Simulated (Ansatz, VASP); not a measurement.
Two plane-wave programs on Si8N

File INCAR:

```
SYSTEM = Si8N
ALGO = Normal ; EDIFF = 1E-7
EDIFFG = -0.04 ; ENCUT = 600
GGA = PE ; IBRION = 2
ISIF = 3 ; ISMEAR = 0
LASPH = .True. ; LCHARG = .False.
LREAL = .False. ; LWAVE = .False.
NELM = 60 ; NSW = 90
PREC = Accurate ; SIGMA = 0.1
```

File KPOINTS:

```
k-points
0
Gamma
  3 3 6
  0 0 0
```

File POSCAR:

```
Si8N
1.0
    7.9261672706      0.0000000000      0.0000000000
   -3.9630836353      6.8642622110      0.0000000000
    0.0000000000      0.0000000000      2.9807355841
Si N
8 1
Direct
    0.8349819069      0.1650180931      0.0000000000
    0.8349819069      0.6699638138      0.0000000000
    0.3300361862      0.1650180931      0.0000000000
    0.1650180931      0.8349819069      0.0000000000
    0.1650180931      0.3300361862      0.0000000000
    0.6699638138      0.8349819069      0.0000000000
    0.3333333333      0.6666666667      0.0000000000
    0.6666666667      0.3333333333      0.0000000000
    0.0000000000      0.0000000000      0.5000000000
```

Input for Ansatz:

```yaml
crystal:
  lattice:
    - [7.9261672706, 0.0, 0.0]
    - [-3.9630836353, 6.864262211, 0.0]
    - [0.0, 0.0, 2.9807355841]
  atoms:
    - { symbol: Si, position: [0.8349819069, 0.1650180931, 0.0] }
    - { symbol: Si, position: [0.8349819069, 0.6699638138, 0.0] }
    - { symbol: Si, position: [0.3300361862, 0.1650180931, 0.0] }
    - { symbol: Si, position: [0.1650180931, 0.8349819069, 0.0] }
    - { symbol: Si, position: [0.1650180931, 0.3300361862, 0.0] }
    - { symbol: Si, position: [0.6699638138, 0.8349819069, 0.0] }
    - { symbol: Si, position: [0.3333333333, 0.6666666667, 0.0] }
    - { symbol: Si, position: [0.6666666667, 0.3333333333, 0.0] }
    - { symbol: "N", position: [0.0, 0.0, 0.5] }
basis:
  ecutwfc: 420
kpoints:
  mp_grid: { grid: [3, 3, 6] }
hamiltonian:
  xc: pbe
scf:
  occupations: { method: gaussian, width: 0.1 }
  lower_state_search: "off"
output:
  forces: true
  stress: true
  eigenvalues: true
relax:
  adjacent_minimum: "off"
  f_tol: 0.04
  max_steps: 70
  cell: { stress_tol: 0.4 }
```

Alike in both runs: task relaxation of cell and atoms; functional PBE; k mesh 3 × 3 × 6; occupations gaussian, width 0.1 eV; no spin polarisation.

```csv
,VASP,Ansatz
version,VASP 6.6.1,Ansatz 0.2.0
potentials or method,"VASP PAW PBE potentials, release 64 (Si, N), cutoff 600 eV","scalar-relativistic, plane waves, PAW"
valence electrons in the cell,37,37
```

```tsv
	VASP	Ansatz	Ansatz less VASP
gap on the k mesh at the Fermi level, each at its own relaxed structure (eV)	none	none	-
relaxed volume (Å³/atom)	17.17	17.18	+0.014
relaxed cell length with the largest relative difference (Å)	2.668	2.670	+0.0023
```

A gap of «none» marks a metal or a gap that the smearing closes.

Noted on VASP's run: too few bands were computed for a metal, which touches its energy and stress.
